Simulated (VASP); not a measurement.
A run of VASP 6.6.1 is set up as follows.

Contents of INCAR:

```
SYSTEM = Bi2Se3
ALGO     = Normal         ! electronic algorithm
EDIFF    = 1E-8           ! SCF threshold, eV
ENCUT    = 520            ! plane-wave cutoff, eV
GGA      = PE             ! functional
ISIF     = 2              ! what is computed and relaxed
ISMEAR   = -1             ! smearing method
LASPH    = .True.         ! aspherical terms in the spheres
LCHARG   = .False.        ! write CHGCAR
LEFG     = .True.       
LREAL    = .False.        ! projectors in reciprocal space
LWAVE    = .False.        ! write WAVECAR
NBANDS   = 32             ! bands
NELM     = 60             ! most SCF steps
PREC     = Accurate       ! precision mode
SIGMA    = 0.03           ! smearing width, eV
```

The input KPOINTS:

```
k-points
0
Gamma
  6 6 6
  0 0 0
```

POSCAR

```
Bi2Se3
1.0
    2.0922142898      1.2079404834      9.5453300000
   -2.0922142898      1.2079404834      9.5453300000
    0.0000000000     -2.4158809668      9.5453300000
Bi Se
2 3
Direct
    0.4008000000      0.4008000000      0.4008000000
    0.5992000000      0.5992000000      0.5992000000
    0.0000000000      0.0000000000      0.0000000000
    0.2117000000      0.2117000000      0.2117000000
    0.7883000000      0.7883000000      0.7883000000
```

Potentials or basis: VASP PAW PBE potentials, release 64 (Bi_d, Se).

Command:

```sh
$ cat potpaw_PBE.64/Bi_d/POTCAR potpaw_PBE.64/Se/POTCAR > POTCAR
$ mpirun -np 1 vasp_std > vasp.out
```

Question: Predict the pressure.

Answer: 1.2 GPa.

Question: What does it give for the largest force?

Answer: 0.122 eV/Å.

Stress tensor (GPa, compression positive):
```
1.09 0.00 0.00
0.00 1.09 0.00
0.00 0.00 1.54
```

Caveat: the cell differs from its parent crystal (equal xx and yy strain of +1 %); without QUAD_EFG the Cq values of the log hold for a quadrupole moment of 1 mb, not for the nuclei.
